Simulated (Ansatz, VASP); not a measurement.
## TiAl in VASP and in Ansatz

INCAR

```
SYSTEM = TiAl
PREC     = Accurate       ! precision mode
ENCUT    = 520            ! plane-wave cutoff, eV
EDIFF    = 1E-6           ! SCF threshold, eV
ISMEAR   = 0              ! smearing method
SIGMA    = 0.15           ! smearing width, eV
LREAL    = .False.        ! projectors in reciprocal space
LASPH    = .True.         ! aspherical terms in the spheres
NELM     = 100            ! most SCF steps
ALGO     = Fast           ! electronic algorithm
ISIF     = 2              ! what is computed and relaxed
LWAVE    = .False.        ! write WAVECAR
LCHARG   = .True.         ! write CHGCAR
GGA      = PE             ! functional
LELF     = .True.         ! ELF
LVHAR    = .True.       
NBANDS   = 32             ! bands
```

The input KPOINTS:

```
Automatic mesh
0
Gamma
  14 14 5
  0 0 0
```

The input POSCAR:

```
TiAl
1.0
    0.0000000000     -3.1860938973      0.0000000000
    0.0000000000      0.0000000000     -3.1860938973
    9.5582816920      0.0000000000      0.0000000000
Ti Al
3 3
Direct
    1.0000000000      1.0000000000      0.3333333333
    1.0000000000      1.0000000000      0.6666666667
    1.0000000000      1.0000000000      0.0000000000
    0.5000000000      0.5000000000      0.1666666667
    0.5000000000      0.5000000000      0.5000000000
    0.5000000000      0.5000000000      0.8333333333
```

Input for Ansatz:

```yaml
crystal:
  lattice:
    - [0.0, -3.1860938973, 0.0]
    - [0.0, 0.0, -3.1860938973]
    - [9.558281692, 0.0, 0.0]
  atoms:
    - { symbol: Ti, position: [1.0, 1.0, 0.3333333333] }
    - { symbol: Ti, position: [1.0, 1.0, 0.6666666667] }
    - { symbol: Ti, position: [1.0, 1.0, 0.0] }
    - { symbol: Al, position: [0.5, 0.5, 0.1666666667] }
    - { symbol: Al, position: [0.5, 0.5, 0.5] }
    - { symbol: Al, position: [0.5, 0.5, 0.8333333333] }
basis:
  ecutwfc: 520.0
kpoints:
  mp_grid: { grid: [14, 14, 5] }
hamiltonian:
  xc: pbe
  pseudopotentials: { kind: paw, azcp: { folder: soft_1 } }
scf:
  occupations: { method: gaussian, width: 0.15 }
output:
  forces: true
  stress: true
  eigenvalues: true
  write_density: true
  write_potential: true
  elf: true
  volumetric_format: npy
```

Alike in both runs: task single point; functional PBE; k mesh 14 × 14 × 5; occupations gaussian, width 0.15 eV; no spin polarisation.

```csv
,VASP,Ansatz
version,VASP 6.6.1,Ansatz 0.2.0
potentials or method,"VASP PAW PBE potentials, release 64 (Ti_sv, Al), cutoff 520 eV","scalar-relativistic, plane waves, PAW"
valence electrons in the cell,45,45
```

Ansatz gave:

* gap on the k mesh at the Fermi level (eV): none
* pressure (GPa): 0.0

Task: Which values does VASP return?

Result: gap on the k mesh at the Fermi level (eV): none; pressure (GPa): 0.1.

A gap of «none» marks a metal or a gap that the smearing closes.
